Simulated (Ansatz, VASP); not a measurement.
## KCoF3: VASP beside Ansatz

```xyz
5
Lattice="4.0710 0.0000 0.0000 0.0000 4.0710 0.0000 0.0000 0.0000 4.0710" Properties=species:S:1:pos:R:3 pbc="T T T"
K     0.0000    0.0000    0.0000
F     0.0000    2.0355    2.0355
F     2.0355    0.0000    2.0355
F     2.0355    2.0355    0.0000
Co    2.0355    2.0355    2.0355
```

Alike in both runs: task single point; functional LDA; k mesh 5 × 5 × 5; occupations fermi-dirac, width 0.02 eV; collinear spin; Hubbard terms Co d U = 3.32 eV.

|  | VASP | Ansatz |
| --- | --- | --- |
| version | VASP 6.6.1 | Ansatz 0.2.0 |
| potentials or method | VASP PAW LDA potentials, release 64 (K_sv, F, Co_sv), cutoff 700 eV | PAW, plane waves, scalar-relativistic |
| valence electrons in the cell | 47 | 47 |

Ansatz gave:

* pressure (GPa): -6.6
* net moment per atom (μB): 0.60
* size of the moment on the site where the two differ most (μB): 2.57

Q: What did VASP give for the same quantities?

A: Pressure (GPa): -7.4; net moment per atom (μB): 0.60; size of the moment on the site where the two differ most (μB): 2.70.

LDA's correlation is that of Perdew and Zunger in VASP and of Perdew and Wang (1992) in Ansatz. Site moments also hang on the region over which each program counts them. The programs project onto different local orbitals, so the same U acts differently, and such runs can settle in different states. Ansatz's warnings: filled band counts differ across k points.
